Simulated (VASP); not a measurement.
# Cd4Te3O (I-42m) in VASP: further runs

Runs on Cd4Te3O. Level: PBE. Tasks: single point.

Program: VASP 6.6.1. These are calculated values, not measurements. Logs are shortened: lines on timing, memory, paths and dates and some standing lists are left out, and cuts for length are marked.

## 1. The cell of the first run

It takes space group I-42m (No. 121, tetragonal). Conventional cell: a = 6.248 Å, b = 6.248 Å, c = 12.319 Å, α = 90.00°, β = 90.00°, γ = 90.00°. Within 3.0 Å of Cd (site symmetry m) lie 1 O at 2.25 Å and 3 Te at 2.85 to 2.92 Å. Te (site symmetry -4) has 4 Cd at 2.85 Å within 3.8 Å. Te (site symmetry -42m) has 4 Cd at 2.92 Å within 3.8 Å. O (site symmetry -42m) has 4 Cd at 2.25 Å within 3.0 Å.

## 2. Single point, PBE

INCAR reads:

```
ALGO = Normal ; EDIFF = 1E-6
ENCUT = 520 ; GGA = PE
ISIF = 2 ; ISMEAR = 0
LASPH = T ; LCHARG = F
LREAL = F ; LWAVE = F
NBANDS = 46 ; NELM = 80
PREC = Accurate ; SIGMA = 0.15
```

KPOINTS reads:

```
k-points
0
Gamma
  3 3 3
```

POSCAR reads:

```
Cd4Te3O
1.0
   -3.1240525276      3.1240525276      6.1596628711
    3.1240525276     -3.1240525276      6.1596628711
    3.1240525276      3.1240525276     -6.1596628711
Cd Te O
4 3 1
Direct
    0.0984048691      0.0984048691      0.4121287196
    0.6862761495      0.6862761495      0.5878712804
    0.3137238505      0.9015951309      0.0000000000
    0.9015951309      0.3137238505      0.0000000000
    0.2500000000      0.7500000000      0.5000000000
    0.7500000000      0.2500000000      0.5000000000
    0.5000000000      0.5000000000      0.0000000000
    0.0000000000      0.0000000000      0.0000000000
```

Potentials or basis: VASP PAW PBE potentials, release 64 (Cd, Te, O).

On the command line:

```console
$ cat potpaw_PBE.64/Cd/POTCAR potpaw_PBE.64/Te/POTCAR potpaw_PBE.64/O/POTCAR > POTCAR
$ mpirun -np 1 vasp_std > vasp.out
```

OUTCAR:

```text
EDIFF = 1E-6
   ENCUT = 520
   GGA = PE
   ISIF = 2
   ISMEAR = 0
   LASPH = T
   LREAL = F
   NELM = 80
   PREC = Accurate

 ion  position               nearest neighbor table
   1  0.098  0.098  0.412-   8 2.25   6 2.85   5 2.85   7 2.92   2 3.64   3 3.70   4 3.70
   2  0.686  0.686  0.588-   8 2.25   6 2.85   5 2.85   7 2.92   1 3.64   4 3.70   3 3.70
   3  0.314  0.902  0.000-   8 2.25   6 2.85   5 2.85   7 2.92   4 3.64   1 3.70   2 3.70
   4  0.902  0.314  0.000-   8 2.25   5 2.85   6 2.85   7 2.92   3 3.64   1 3.70   2 3.70
   5  0.250  0.750  0.500-   3 2.85   4 2.85   1 2.85   2 2.85
   6  0.750  0.250  0.500-   4 2.85   3 2.85   1 2.85   2 2.85
   7  0.500  0.500  0.000-   2 2.92   3 2.92   4 2.92   1 2.92
   8  0.000  0.000  0.000-   1 2.25   2 2.25   3 2.25   4 2.25

  LATTYP: Found a body centered tetragonal cell.
 ALAT       =     6.2481050552
 C/A-ratio  =     1.9716899177

  Lattice vectors:

 A1 = (  -3.1240525276,   3.1240525276,   6.1596628711)
 A2 = (   3.1240525276,  -3.1240525276,   6.1596628711)
 A3 = (   3.1240525276,   3.1240525276,  -6.1596628711)

Analysis of symmetry for initial positions (statically):
=====================================================================
 Subroutine PRICEL returns:
 Original cell was already a primitive cell.

 Routine SETGRP: Setting up the symmetry group for a
 body centered tetragonal supercell.

 Subroutine GETGRP returns: Found  8 space group operations
 (whereof  8 operations were pure point group operations)
 out of a pool of 16 trial point group operations.

The static configuration has the point symmetry D_2d.

Analysis of symmetry for dynamics (positions and initial velocities):
=====================================================================
 Subroutine PRICEL returns:
 Original cell was already a primitive cell.

 Routine SETGRP: Setting up the symmetry group for a
 body centered tetragonal supercell.

 Subroutine GETGRP returns: Found  8 space group operations
 (whereof  8 operations were pure point group operations)
 out of a pool of 16 trial point group operations.

The dynamic configuration has the point symmetry D_2d.

 Subroutine INISYM returns: Found  8 space group operations
 (whereof  8 operations are pure point group operations),
 and found     1 'primitive' translations

----------------------------------------------------------------------------------------

                                     Primitive cell

  volume of cell :     240.4660

  direct lattice vectors                    reciprocal lattice vectors
    -3.124052528  3.124052528  6.159662871     0.000000000  0.160048525  0.081173274
     3.124052528 -3.124052528  6.159662871     0.160048525  0.000000000  0.081173274
     3.124052528  3.124052528 -6.159662871     0.160048525  0.160048525  0.000000000

  length of vectors
     7.580293865  7.580293865  7.580293865     0.179456487  0.179456487  0.226342795

  position of ions in fractional coordinates (direct lattice)
     0.098404869  0.098404869  0.412128720
     0.686276150  0.686276150  0.587871280
     0.313723850  0.901595131  0.000000000
     0.901595131  0.313723850  0.000000000
     0.250000000  0.750000000  0.500000000
     0.750000000  0.250000000  0.500000000
     0.500000000  0.500000000  0.000000000
     0.000000000  0.000000000  0.000000000

  ion indices of the primitive-cell ions
   primitive index   ion index
                 1           1
                 2           2
                 3           3
                 4           4
                 5           5
                 6           6
                 7           7
                 8           8

----------------------------------------------------------------------------------------

 KPOINTS: k-points

Automatic generation of k-mesh.
 Grid dimensions read from file:
 generate k-points for:    3    3    3

 Generating k-lattice:

  Cartesian coordinates                     Fractional coordinates (reciprocal lattice)
     0.000000000  0.053349508  0.027057758     0.333333333 -0.000000000  0.000000000
     0.053349508  0.000000000  0.027057758    -0.000000000  0.333333333  0.000000000
     0.053349508  0.053349508  0.000000000     0.000000000  0.000000000  0.333333333

  Length of vectors
     0.059818829  0.059818829  0.075447598

  Shift w.r.t. Gamma in fractional coordinates (k-lattice)
     0.000000000  0.000000000  0.000000000

 Subroutine IBZKPT returns following result:
 ===========================================

 Found      6 irreducible k-points:

 Following reciprocal coordinates:
            Coordinates               Weight
  0.000000  0.000000  0.000000      1.000000
  0.333333  0.000000  0.000000      8.000000
  0.333333  0.333333  0.000000      8.000000
 -0.333333  0.333333  0.000000      4.000000
 -0.333333  0.333333  0.333333      4.000000
 -0.333333 -0.333333  0.333333      2.000000
   k-points           NKPTS =      6   k-points in BZ     NKDIM =      6   number of bands    NBANDS=     46
   number of dos      NEDOS =    301   number of ions     NIONS =      8
   total plane-waves  NPLWV = 175616
   dimension x,y,z NGX =    56 NGY =   56 NGZ =   56
   dimension x,y,z NGXF=   112 NGYF=  112 NGZF=  112
   ions per type =               4   3   1
   NGX,Y,Z   is equivalent  to a cutoff of  12.28, 12.28, 12.28 a.u.
   NGXF,Y,Z  is equivalent  to a cutoff of  24.56, 24.56, 24.56 a.u.
 SYSTEM =  unknown system
   PREC   = accura    normal or accurate (medium, high low for compatibility)
   ISTART =      0    job   : 0-new  1-cont  2-samecut
   ICHARG =      2    charge: 1-file 2-atom 10-const
   ISPIN  =      1    spin polarized calculation?
   LNONCOLLINEAR =      F non collinear calculations
   LSORBIT =      F    spin-orbit coupling
   LASPH  =      T    aspherical Exc in radial PAW
   ENCUT  =  520.0 eV  38.22 Ry    6.18 a.u.  14.09 14.09 14.09*2*pi/ulx,y,z
   NELM   =     80;   NELMIN=  2; NELMDL= -5     # of ELM steps
   EDIFF  = 0.1E-05   stopping-criterion for ELM
   LREAL  =      F    real-space projection
   EDIFFG = 0.1E-04   stopping-criterion for IOM
   NSW    =      0    number of steps for IOM
   IBRION =     -1    ionic relax: 0-MD 1-quasi-New 2-CG
   NFREE  =      0    steps in history (QN), initial steepest desc. (CG)
   ISIF   =      2    stress and relaxation
   ISYM   =      2    0-nonsym 1-usesym 2-fastsym
   POTIM  = 0.5000    time-step for ionic-motion
   TEBEG  =    0.0;   TEEND  =   0.0 temperature during run
   PSTRESS=    0.0 pullay stress
   NELECT =      72.0000    total number of electrons
   NUPDOWN=      -1.0000    fix difference up-down
   EMIN   =  10.00;   EMAX   =-10.00  energy-range for DOS
   EFERMI =   0.00;   METHOD = LEGACY
   ISMEAR =     0;   SIGMA  =   0.15  broadening in eV -4-tet -1-fermi 0-gaus
   EFERMI_NEDOS =   21; number of points for ismear=-14 and -15
   IALGO  =     38    algorithm
   IMIX   =      4    mixing-type and parameters
     AMIX     =   0.40;   BMIX     =  1.00
     AMIX_MAG =   1.60;   BMIX_MAG =  1.00
  volume/ion in A,a.u.               =      30.06       202.84
  Fermi-wavevector in a.u.,A,eV,Ry     =   1.095219  2.069665 16.320264  1.199506
  Thomas-Fermi vector in A             =   2.231539
   LORBIT       =      0    0 simple, 1 ext, 2 COOP (PROOUT), +10 PAW based schemes
   GGA     = PE    functional components
   LHFCALC =     F    Hartree Fock is set to
   AEXX    =    0.0000 exact exchange contribution
   IVDW    =     0    specifies the selected vdW correction
   LEPSILON=     F    determine dielectric tensor
   LRPA    =     F    only Hartree local field effects (RPA)
 non-spin polarized calculation
 Gauss-broadening in eV      SIGMA  =   0.15
  energy-cutoff  :      520.00
  volume of cell :      240.47
 maximum number of plane-waves:      6491
   NGX = 29   NGY = 29   NGZ = 29

 number of electron      72.0000006 magnetization

 Free energy of the ion-electron system (eV)
  ---------------------------------------------------
  ext. energy  EPLUGINS =         0.00000000
  ---------------------------------------------------
  free energy    TOTEN  =       -21.57590609 eV

  energy without entropy =      -21.56181582  energy(sigma->0) =      -21.56886095

 E-fermi :   2.0043     XC(G=0):  -8.8166

 val. band max:        1.9577316062   @ k =   0.0000   0.0000   0.0000
 cond. band min:       3.3850720243   @ k =   0.3333   0.3333   0.0000
 fundamental gap:      1.4273404181
 Fermi energy:         2.0042718908

 k-point     1 :       0.0000    0.0000    0.0000
  band No.  band energies     occupation
      1     -15.4368      2.00000
      2      -8.7975      2.00000
      3      -8.3444      2.00000
      4      -8.1805      2.00000
      5      -6.1068      2.00000
      6      -6.1068      2.00000
[... 38 lines left out ...]
     45       7.8479      0.00000
     46       7.9371      0.00000

 k-point     2 :       0.3333    0.0000    0.0000
  band No.  band energies     occupation
      1     -15.4360      2.00000
      2      -8.6539      2.00000
      3      -8.4240      2.00000
      4      -8.2229      2.00000
      5      -6.0945      2.00000
      6      -6.0634      2.00000
[... 38 lines left out ...]
     45       7.8696      0.00000
     46       8.1806      0.00000

 k-point     3 :       0.3333    0.3333    0.0000
  band No.  band energies     occupation
      1     -15.4356      2.00000
      2      -8.5493      2.00000
      3      -8.4568      2.00000
      4      -8.2798      2.00000
      5      -6.0646      2.00000
      6      -6.0627      2.00000
[... 38 lines left out ...]
     45       7.7429      0.00000
     46       8.0440      0.00000

 k-point     4 :      -0.3333    0.3333    0.0000
  band No.  band energies     occupation
      1     -15.4357      2.00000
      2      -8.5887      2.00000
      3      -8.4571      2.00000
      4      -8.2463      2.00000
      5      -6.0736      2.00000
      6      -6.0567      2.00000
[... 38 lines left out ...]
     45       7.8576      0.00000
     46       8.1070      0.00000

 k-point     5 :      -0.3333    0.3333    0.3333
  band No.  band energies     occupation
      1     -15.4358      2.00000
      2      -8.5740      2.00000
      3      -8.4431      2.00000
      4      -8.2738      2.00000
      5      -6.0731      2.00000
      6      -6.0717      2.00000
[... 38 lines left out ...]
     45       7.2081      0.00000
     46       7.6648      0.00000

 k-point     6 :      -0.3333   -0.3333    0.3333
  band No.  band energies     occupation
      1     -15.4362      2.00000
      2      -8.6975      2.00000
      3      -8.3447      2.00000
      4      -8.2650      2.00000
      5      -6.0825      2.00000
      6      -6.0825      2.00000
[... 38 lines left out ...]
     45       7.5452      0.00000
     46       7.5452      0.00000

------------------------ aborting loop because EDIFF is reached ----------------------------------------

  FORCE on cell =-STRESS in cart. coord.  units (eV):
  Direction    XX          YY          ZZ          XY          YZ          ZX
  --------------------------------------------------------------------------------------
  -------------------------------------------------------------------------------------
  Total        0.5239076      0.5239076      0.2691025      0.0000000      0.0000000      0.0000000
  in kB        3.4906935      3.4906935      1.7929771      0.0000000      0.0000000      0.0000000
  external PRESSURE =       2.9247880 kB  Pullay stress =       0.0000000 kB

 VOLUME and BASIS-vectors are now :
 -----------------------------------------------------------------------------
  energy-cutoff  :      520.00
  volume of cell :      240.47
      direct lattice vectors                 reciprocal lattice vectors
    -3.124052528  3.124052528  6.159662871     0.000000000  0.160048525  0.081173274
     3.124052528 -3.124052528  6.159662871     0.160048525  0.000000000  0.081173274
     3.124052528  3.124052528 -6.159662871     0.160048525  0.160048525  0.000000000

 POSITION                                       TOTAL-FORCE (eV/Angst)
 -----------------------------------------------------------------------------------
      1.28751      1.28751     -1.32629         0.060441      0.060441     -0.061031
      1.83654      1.83654      4.83337        -0.060441     -0.060441     -0.061031
      1.83654     -1.83654      7.48596        -0.060441      0.060441      0.061031
     -1.83654      1.83654      7.48596         0.060441     -0.060441      0.061031
      3.12405      0.00000      3.07983        -0.000000      0.000000      0.000000
      0.00000      3.12405      3.07983        -0.000000      0.000000      0.000000
      0.00000      0.00000      6.15966        -0.000000      0.000000      0.000000
      0.00000      0.00000      0.00000        -0.000000      0.000000      0.000000
 -----------------------------------------------------------------------------------
    total drift:                               -0.000009     -0.000009     -0.000008

  FREE ENERGIE OF THE ION-ELECTRON SYSTEM (eV)
  ---------------------------------------------------
  free  energy   TOTEN  =       -21.5759060854 eV

  energy  without entropy=      -21.5618158196  energy(sigma->0) =      -21.56886095
```

Wall time 89 s (1 thread of Intel Xeon Platinum 8488C (Sapphire Rapids), shared host); peak memory 0.44 GiB.

Results:

```yaml
Free_energy: -21.5759 eV
Pressure: 0.3 GPa
Largest_force: 0.105 eV/Å
```

Forces in eV/Å, atoms in the order of the input:
```
Cd   0.060  0.060 -0.061
Cd  -0.060 -0.060 -0.061
Cd  -0.060  0.060  0.061
Cd   0.060 -0.060  0.061
Te   0.000  0.000  0.000
Te   0.000  0.000  0.000
Te   0.000  0.000  0.000
O    0.000  0.000  0.000
```

Levels at points of the mesh, in eV from the Fermi level:
```csv
k point,band 32,band 33,band 34,band 35,band 36,band 37,band 38,band 39,band 40,band 41
"(0.00, 0.00, 0.00)",-1.62,-1.62,-0.15,-0.15,-0.15,-0.05,2.87,2.99,3.94,4.09
```

Caveat: the k points lie up to 0.47 Å⁻¹ apart; spin-orbit coupling is left out, which moves the levels of the heavy elements.

## 3. Single point, PBE

This run uses another cell than the first one, of the same volume but with other edges.

INCAR reads:

```
SYSTEM = Cd4Te3O
PREC = Accurate ; ENCUT = 520
EDIFF = 1E-6 ; ISMEAR = 0
SIGMA = 0.2 ; LREAL = .False.
LASPH = .True. ; NELM = 100
ALGO = Normal ; ISIF = 2
LWAVE = .False. ; LCHARG = .False.
GGA = PE ; NBANDS = 46
```

KPOINTS reads:

```
regular mesh
0
Gamma
  4 4 4
  0 0 0
```

POSCAR reads:

```
Cd4Te3O
1.0
    6.2632481487      0.0000000000      0.0000000000
    0.0000000000      6.2632481487      0.0000000000
   -3.1316240743     -3.1316240743      6.1264363539
Cd Te O
4 3 1
Direct
    0.0989225197      0.0989225197      0.7839329653
    0.6850104457      0.6850104457      0.7839329653
    0.9010774803      0.3149895543      0.2160670347
    0.3149895543      0.9010774803      0.2160670347
    0.7500000000      0.2500000000      0.5000000000
    0.2500000000      0.7500000000      0.5000000000
    0.5000000000      0.5000000000      1.0000000000
    1.0000000000      1.0000000000      1.0000000000
```

Potentials or basis: VASP PAW PBE potentials, release 64 (Cd, Te, O).

On the command line:

```console
$ cat potpaw_PBE.64/Cd/POTCAR potpaw_PBE.64/Te/POTCAR potpaw_PBE.64/O/POTCAR > POTCAR
$ mpirun -np 1 vasp_std > vasp.out
```

Wall time 1.8 min (1 thread of Intel Xeon Platinum 8488C (Sapphire Rapids), shared host); peak memory 0.41 GiB.

The run converged. Its results:

```
Free energy   : -21.6023 eV
Pressure      : 0.3 GPa
Largest force : 0.034 eV/Å
```

Forces on the atoms (eV/Å):
```
Cd   0.021  0.021 -0.017
Cd  -0.021 -0.021 -0.017
Cd  -0.021  0.021  0.017
Cd   0.021 -0.021  0.017
Te   0.000  0.000  0.000
Te   0.000  0.000  0.000
Te   0.000  0.000  0.000
O    0.000  0.000  0.000
```

Levels at points of the mesh, in eV from the Fermi level:
```
           k point  band 34  band 35  band 36  band 37  band 38  band 39
(0.00, 0.00, 0.00)    -0.26    -0.26    -0.23    -0.13     2.77     2.86
(0.50, 0.00, 0.00)    -1.14    -1.14    -0.37     2.23     2.57     2.87
(0.50, 0.50, 0.00)    -0.46    -0.42    -0.37     0.82     2.59     3.07
(0.00, 0.00, 0.50)    -1.12    -0.69    -0.69     2.00     2.54     2.61
```

Caveat: spin-orbit coupling is left out, which moves the levels of the heavy elements.
